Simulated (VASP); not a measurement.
A run of VASP 6.6.1:

Contents of INCAR:

```
  PREC = Accurate
  ENCUT = 520
  EDIFF = 1E-6
  ISMEAR = 0
  SIGMA = 0.05
  LREAL = F
  LASPH = T
  NELM = 80
  ALGO = Normal
  ISIF = 2
  LWAVE = F
  LCHARG = F
  GGA = PS
  NBANDS = 14
```

KPOINTS

```
Automatic mesh
0
Gamma
  6 6 6
```

The input POSCAR:

```
NaI
1.0
    0.0000000000      3.2364000000      3.1878540000
    3.2364000000      0.0000000000      3.1878540000
    3.2364000000      3.2364000000      0.0000000000
Na I
1 1
Direct
    0.0000000000      0.0000000000      0.0000000000
    0.5000000000      0.5000000000      0.5000000000
```

Potentials or basis: VASP PAW PBE potentials, release 64 (Na_pv, I).

Launch:

```bash
$ cat potpaw_PBE.64/Na_pv/POTCAR potpaw_PBE.64/I/POTCAR > POTCAR
$ mpirun -np 1 vasp_std > vasp.out
```

Hardware: 1 thread of Intel Xeon 6975P-C, with other jobs on the host.

**Question.** How long does it take, and how much memory?

**Answer.** Wall time 37 s on 1 thread of Intel Xeon 6975P-C (shared host), peak memory 0.21 GiB. Counts: scf iterations 11, k points 30.
